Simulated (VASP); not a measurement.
Runs of VASP 6.6.1 on Sb. The structure is that of space group Pm-3m (No. 221), or close to it. The cells are those of the table. This isn't the form of Sb at room conditions, which is rhombohedral.

```csv
level,cell,k mesh,cutoff (eV),gap on the mesh (eV),pressure (GPa)
PBE0,"a = 3.117 Å, 1 atom",4 × 4 × 4,400,none,-4.4
PBE0,"a = 3.160 Å, 1 atom",4 × 4 × 4,400,none,(a)
r2SCAN0,"a = 3.181 Å, 1 atom",4 × 4 × 4,440,none,-7.0
PBE0,"a = 3.160 Å, 1 atom",6 × 6 × 6,400,none,-3.6
```

Alike in all rows: task single point; potentials or basis VASP PAW PBE potentials, release 64 (Sb_d_GW); no spin polarisation; smearing fermi-dirac 0.05 eV.

**Question.** Estimate the missing entries.

**Answer.** (a) -6.1.

Caveats: some runs use coarse meshes; the PAW data sets were made with another functional, which shifts forces and pressure a little; spin-orbit coupling is left out, which moves the levels of the heavy elements; the cell stands under tension (at least some runs).

A k mesh can miss the band edges, and the runs leave out spin-orbit coupling on Sb.

A gap of «none» marks levels without a gap at the run's occupations.
